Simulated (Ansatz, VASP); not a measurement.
# Tc: VASP beside Ansatz

```
Tc
1.0
     2.74000    0.00000    0.00000
    -1.37000    2.37291    0.00000
     0.00000    0.00000    4.39800
Tc
2
Direct
  0.33333 0.66667 0.25000
  0.66667 0.33333 0.75000
```

Alike in both runs: task single point; functional LDA; k mesh 8 × 8 × 4; occupations fermi-dirac, width 0.08 eV; no spin polarisation; Hubbard terms Tc d U = 1.0 eV.

|  | VASP | Ansatz |
| --- | --- | --- |
| version | VASP 6.6.1 | Ansatz 0.2.0 |
| potentials or method | VASP PAW LDA potentials, release 64 (Tc_pv), cutoff 520 eV | all-electron LAPW, scalar-relativistic |

```tsv
	VASP	Ansatz	Ansatz less VASP
gap on the k mesh at the Fermi level (eV)	none	none	-
pressure (GPa)	-12.8	-13.1	-0.29
traceless stress, the component that is largest in VASP (GPa)	-1.53	-1.68	-0.152
```

LDA's correlation is that of Perdew and Zunger in VASP and of Perdew and Wang (1992) in Ansatz. The programs project onto different local orbitals, so the same U acts differently, and such runs can settle in different states. A gap of «none» marks a metal or a gap that the smearing closes. Ansatz ran all-electron here, and VASP with PAW potentials. Ansatz's warnings: filled band counts differ across k points.
